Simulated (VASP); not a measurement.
# Si5Mo (P-6m2) in VASP: further runs, part 2 of 2

VASP 6.6.1. Earlier steps stand in the parts before.

### Step 4. Single point, PBE, collinear spin

This run uses another cell than the first one, of 14.90 Å³/atom.

INCAR

```
SYSTEM = Si5Mo
PREC = Accurate
ENCUT = 520
EDIFF = 1E-6
ISMEAR = 0
SIGMA = 0.1
LREAL = .FALSE.
LASPH = .TRUE.
NELM = 150
ALGO = Normal
ISIF = 2
LWAVE = .FALSE.
LCHARG = .FALSE.
ISPIN = 2
MAGMOM = 0 0 0 0 0 1
LORBIT = 11
LMAXMIX = 4
GGA = PE
NBANDS = 30
```

KPOINTS

```
Automatic mesh
0
G
  6 6 2
  0 0 0
```

POSCAR

```
Si5Mo
1.0
    2.9491082376      0.0000000000      0.0000000000
   -1.4745541188      2.5540026523      0.0000000000
    0.0000000000      0.0000000000     11.8684415366
Si Mo
5 1
Direct
    0.6666666667      0.3333333333      0.8372958515
    0.0000000000      0.0000000000      0.6708378666
    0.6666666667      0.3333333333      0.5000000000
    0.0000000000      0.0000000000      0.3291621334
    0.6666666667      0.3333333333      0.1627041485
    0.0000000000      0.0000000000      0.0000000000
```

Potentials or basis: VASP PAW PBE potentials, release 64 (Si, Mo_sv).

Launch:

```console
> cat potpaw_PBE.64/Si/POTCAR potpaw_PBE.64/Mo_sv/POTCAR > POTCAR
> mpirun -np 1 vasp_std > vasp.out
```

OUTCAR:

```text
SYSTEM = Si5Mo
   PREC = Accurate
   ENCUT = 520
   EDIFF = 1E-6
   ISMEAR = 0
   LREAL = .FALSE.
   LASPH = .TRUE.
   NELM = 150
   ISIF = 2
   ISPIN = 2
   LORBIT = 11
   GGA = PE

 ion  position               nearest neighbor table
   1  0.667  0.333  0.837-   6 2.57   6 2.57   6 2.57   2 2.61   2 2.61   2 2.61
   2  0.000  0.000  0.671-   1 2.61   1 2.61   1 2.61   3 2.65   3 2.65   3 2.65
   3  0.667  0.333  0.500-   2 2.65   4 2.65   2 2.65   4 2.65   2 2.65   4 2.65
   4  0.000  0.000  0.329-   5 2.61   5 2.61   5 2.61   3 2.65   3 2.65   3 2.65
   5  0.667  0.333  0.163-   6 2.57   6 2.57   6 2.57   4 2.61   4 2.61   4 2.61
   6  0.000  0.000  0.000-   1 2.57   5 2.57   1 2.57   5 2.57   1 2.57   5 2.57

  LATTYP: Found a hexagonal cell.
 ALAT       =     2.9491082376
 C/A-ratio  =     4.0244170713

  Lattice vectors:

 A1 = (   2.9491082376,   0.0000000000,   0.0000000000)
 A2 = (  -1.4745541188,   2.5540026523,   0.0000000000)
 A3 = (   0.0000000000,   0.0000000000,  11.8684415366)

Analysis of symmetry for initial positions (statically):
=====================================================================
 Subroutine PRICEL returns:
 Original cell was already a primitive cell.

 Routine SETGRP: Setting up the symmetry group for a
 hexagonal supercell.

 Subroutine GETGRP returns: Found 12 space group operations
 (whereof 12 operations were pure point group operations)
 out of a pool of 24 trial point group operations.

The static configuration has the point symmetry D_3h.

Analysis of symmetry for dynamics (positions and initial velocities):
=====================================================================
 Subroutine PRICEL returns:
 Original cell was already a primitive cell.

 Routine SETGRP: Setting up the symmetry group for a
 hexagonal supercell.

 Subroutine GETGRP returns: Found 12 space group operations
 (whereof 12 operations were pure point group operations)
 out of a pool of 24 trial point group operations.

The dynamic configuration has the point symmetry D_3h.

Analysis of structural, dynamic, and magnetic symmetry:
=====================================================================
 Subroutine PRICEL returns:
 Original cell was already a primitive cell.

 Routine SETGRP: Setting up the symmetry group for a
 hexagonal supercell.

 Subroutine GETGRP returns: Found 12 space group operations
 (whereof 12 operations were pure point group operations)
 out of a pool of 24 trial point group operations.

The overall configuration has the point symmetry D_3h.

 Subroutine INISYM returns: Found 12 space group operations
 (whereof 12 operations are pure point group operations),
 and found     1 'primitive' translations

----------------------------------------------------------------------------------------

                                     Primitive cell

  volume of cell :      89.3935

  direct lattice vectors                    reciprocal lattice vectors
     2.949108238  0.000000000  0.000000000     0.339085554  0.195771136  0.000000000
    -1.474554119  2.554002652  0.000000000     0.000000000  0.391542272  0.000000000
     0.000000000  0.000000000 11.868441537     0.000000000  0.000000000  0.084257061

  length of vectors
     2.949108238  2.949108238 11.868441537     0.391542272  0.391542272  0.084257061
[... 84 lines left out ...]
   ISIF   =      2    stress and relaxation
   ISYM   =      2    0-nonsym 1-usesym 2-fastsym
   POTIM  = 0.5000    time-step for ionic-motion
   TEBEG  =    0.0;   TEEND  =   0.0 temperature during run
   PSTRESS=    0.0 pullay stress
   NELECT =      34.0000    total number of electrons
   NUPDOWN=      -1.0000    fix difference up-down
   EMIN   =  10.00;   EMAX   =-10.00  energy-range for DOS
   EFERMI =   0.00;   METHOD = LEGACY
   ISMEAR =     0;   SIGMA  =   0.10  broadening in eV -4-tet -1-fermi 0-gaus
   EFERMI_NEDOS =   21; number of points for ismear=-14 and -15
   IALGO  =     38    algorithm
   IMIX   =      4    mixing-type and parameters
     AMIX     =   0.40;   BMIX     =  1.00
     AMIX_MAG =   1.60;   BMIX_MAG =  1.00
  volume/ion in A,a.u.               =      14.90       100.54
  Fermi-wavevector in a.u.,A,eV,Ry     =   1.186131  2.241462 19.142119  1.406906
  Thomas-Fermi vector in A             =   2.322310
   LORBIT       =     11    0 simple, 1 ext, 2 COOP (PROOUT), +10 PAW based schemes
   GGA     = PE    functional components
   LHFCALC =     F    Hartree Fock is set to
   AEXX    =    0.0000 exact exchange contribution
   IVDW    =     0    specifies the selected vdW correction
   LEPSILON=     F    determine dielectric tensor
   LRPA    =     F    only Hartree local field effects (RPA)
 spin polarized calculation
 Gauss-broadening in eV      SIGMA  =   0.10
  energy-cutoff  :      520.00
  volume of cell :       89.39
 maximum number of plane-waves:      2457
 NGX is ok and might be reduce to    24
   NGX = 11   NGY = 11   NGZ = 45

 number of electron      34.0000004 magnetization       0.0018478

 Free energy of the ion-electron system (eV)
  ---------------------------------------------------
  ext. energy  EPLUGINS =         0.00000000
  ---------------------------------------------------
  free energy    TOTEN  =       -36.01555214 eV

  energy without entropy =      -35.98909496  energy(sigma->0) =      -36.00232355

 E-fermi :  10.0327     XC(G=0): -11.4812

 val. band max:       10.0271924649   @ k =   0.1667   0.0000   0.0000
 cond. band min:      10.0568733676   @ k =   0.3333   0.1667   0.0000
 fundamental gap:      0.0296809027
 Fermi energy:        10.0326611429

 spin component 1

 k-point     1 :       0.0000    0.0000    0.0000
  band No.  band energies     occupation
      1     -50.4726      1.00000
      2     -24.6582      1.00000
      3     -24.2373      1.00000
      4     -24.2373      1.00000
      5      -3.5594      1.00000
      6      -2.6916      1.00000
[... 437 lines left out ...]
     28      16.6179      0.00000
     29      17.8439      0.00000
 Fermi energy:        10.0326611429

 spin component 2

 k-point     1 :       0.0000    0.0000    0.0000
  band No.  band energies     occupation
      1     -50.4721      1.00000
      2     -24.6578      1.00000
      3     -24.2367      1.00000
      4     -24.2367      1.00000
      5      -3.5592      1.00000
      6      -2.6914      1.00000
[... 437 lines left out ...]
     28      16.6181      0.00000
     29      17.8442      0.00000
 [bands above 29 left out]

------------------------ aborting loop because EDIFF is reached ----------------------------------------

  FORCE on cell =-STRESS in cart. coord.  units (eV):
  Direction    XX          YY          ZZ          XY          YZ          ZX
  --------------------------------------------------------------------------------------
  -------------------------------------------------------------------------------------
  Total        0.0868011      0.0868011      0.0495089      0.0000000     -0.0000000      0.0000000
  in kB        1.5557147      1.5557147      0.8873367      0.0000000     -0.0000000      0.0000000
  external PRESSURE =       1.3329221 kB  Pullay stress =       0.0000000 kB

 VOLUME and BASIS-vectors are now :
 -----------------------------------------------------------------------------
  energy-cutoff  :      520.00
  volume of cell :       89.39
      direct lattice vectors                 reciprocal lattice vectors
     2.949108238  0.000000000  0.000000000     0.339085554  0.195771136  0.000000000
    -1.474554119  2.554002652  0.000000000     0.000000000  0.391542272  0.000000000
     0.000000000  0.000000000 11.868441537     0.000000000  0.000000000  0.084257061

 POSITION                                       TOTAL-FORCE (eV/Angst)
 -----------------------------------------------------------------------------------
      1.47455      0.85133      9.93740         0.000000      0.000000      0.001922
      0.00000      0.00000      7.96180        -0.000000     -0.000000     -0.019680
      1.47455      0.85133      5.93422         0.000000      0.000000      0.000000
      0.00000      0.00000      3.90664        -0.000000      0.000000      0.019680
      1.47455      0.85133      1.93104         0.000000      0.000000     -0.001922
      0.00000      0.00000      0.00000         0.000000     -0.000000      0.000000
 -----------------------------------------------------------------------------------
    total drift:                               -0.000000      0.000000     -0.000000

  FREE ENERGIE OF THE ION-ELECTRON SYSTEM (eV)
  ---------------------------------------------------
  free  energy   TOTEN  =       -36.0155521398 eV

  energy  without entropy=      -35.9890949596  energy(sigma->0) =      -36.00232355

 total charge

# of ion       s       p       d       tot
------------------------------------------
    1        0.787   0.809   0.000   1.596
    2        0.856   0.686   0.000   1.542
    3        0.833   0.719   0.000   1.552
    4        0.856   0.686   0.000   1.542
    5        0.787   0.809   0.000   1.596
    6        2.302   6.181   4.094  12.577
--------------------------------------------------
tot          6.422   9.889   4.094  20.405

 magnetization (x)

# of ion       s       p       d       tot
------------------------------------------
    1       -0.000   0.000   0.000   0.000
    2        0.000   0.000   0.000   0.000
    3        0.000   0.000   0.000   0.000
    4        0.000   0.000   0.000   0.000
    5       -0.000   0.000   0.000   0.000
    6        0.000   0.000   0.001   0.001
--------------------------------------------------
tot          0.000   0.000   0.001   0.001
```

Wall time 2.2 min (1 thread of Intel Xeon 6975P-C (Granite Rapids), shared host); peak memory 0.27 GiB.

What came out:

```
Free energy                                           : -36.0156 eV
Pressure                                              : 0.1 GPa
Largest force                                         : 0.020 eV/Å
Band gap on the k mesh                                : zero (filled and empty bands overlap)
Net moment                                            : 0.00 μB per cell
Valence electrons inside the program's atomic spheres : Si 1.60, 1.54, 1.55 (each value once); Mo 12.58
```

Forces in eV/Å, atoms in the order of the input:
```
Si   0.000  0.000  0.002
Si   0.000  0.000 -0.020
Si   0.000  0.000  0.000
Si   0.000  0.000  0.020
Si   0.000  0.000 -0.002
Mo   0.000  0.000  0.000
```

Levels at points of the mesh, in eV from the Fermi level:
Spin up:
```tsv
k point	band 14	band 15	band 16	band 17	band 18	band 19	band 20	band 21
(0.00, 0.00, 0.00)	-0.62	0.97	0.97	3.18	5.42	5.42	6.21	6.21
(0.50, 0.00, 0.00)	-2.03	-1.84	-1.31	-0.59	1.14	1.49	2.65	2.72
(0.00, 0.00, 0.50)	-0.55	0.97	0.97	2.69	5.48	5.48	6.06	6.06
(0.50, 0.00, 0.50)	-3.40	-1.09	-0.66	-0.59	0.52	1.71	1.87	2.09
```
Spin down:
```
           k point  band 14  band 15  band 16  band 17  band 18  band 19  band 20  band 21
(0.00, 0.00, 0.00)    -0.62     0.97     0.97     3.18     5.42     5.42     6.21     6.21
(0.50, 0.00, 0.00)    -2.03    -1.84    -1.31    -0.59     1.14     1.49     2.65     2.72
(0.00, 0.00, 0.50)    -0.55     0.97     0.97     2.69     5.48     5.48     6.06     6.06
(0.50, 0.00, 0.50)    -3.40    -1.09    -0.66    -0.59     0.52     1.71     1.87     2.09
```

Caveat: the k points lie up to 0.41 Å⁻¹ apart, too coarse for converged energies and pressures of a metal.

### Step 5. The runs side by side

```tsv
task	spin	cell	k mesh	cutoff (eV)	gap on the mesh (eV)	pressure (GPa)	largest force (eV/Å)
single point	off	a = 2.909, b = 2.909, c = 12.161 Å, angles 90.0, 90.0, 120.0°, 6 atoms, atomic positions A	12 × 12 × 4	520	none	0.1	0.02
relaxation of cell and atoms	off	relaxed from a = 2.755, b = 2.755, c = 13.390 Å, angles 90.0, 90.0, 120.0°, 6 atoms, atomic positions B	6 × 6 × 2	600	none	-0.1	0.02
single point	collinear	a = 2.949, b = 2.949, c = 11.868 Å, angles 90.0, 90.0, 120.0°, 6 atoms, atomic positions C	6 × 6 × 2	520	none	0.1	0.02
```

Alike in all rows: level PBE; potentials or basis VASP PAW PBE potentials, release 64 (Si, Mo_sv); smearing gaussian 0.1 eV.

Caveats: some runs use coarse meshes.

Total energies depend on the potentials used, so only differences within one code and one set of settings carry meaning.
